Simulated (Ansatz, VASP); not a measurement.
**One calculation of AlNi, two programs**

```xyz
2
Lattice="0.0000 2.6808 2.6808 2.6808 0.0000 2.6808 2.6808 2.6808 0.0000" Properties=species:S:1:pos:R:3 pbc="T T T"
Al    0.0000    0.0000    0.0000
Ni    4.0212    4.0212    4.0212
```

Alike in both runs: functional PBE; k mesh 6 × 6 × 6; occupations gaussian, width 0.1 eV; no spin polarisation.

Ansatz relaxed the structure, and its values are those at the end. VASP's run is a single point on that final structure, the one shown.

|  | VASP | Ansatz |
| --- | --- | --- |
| version | VASP 6.6.1 | Ansatz 0.2.0 |
| potentials or method | VASP PAW PBE potentials, release 64 (Al, Ni), cutoff 600 eV | scalar-relativistic, plane waves, PAW |
| valence electrons in the cell | 13 | 21 |

```csv
,VASP,Ansatz,Ansatz less VASP
gap on the k mesh at the Fermi level (eV),none,none,-
pressure (GPa),0.0,0.0,+0.01
```

A gap of «none» marks a metal or a gap that the smearing closes. VASP's potentials hold 13 valence electrons a cell and Ansatz's 21, so a difference there can come from the potentials and not from the codes.
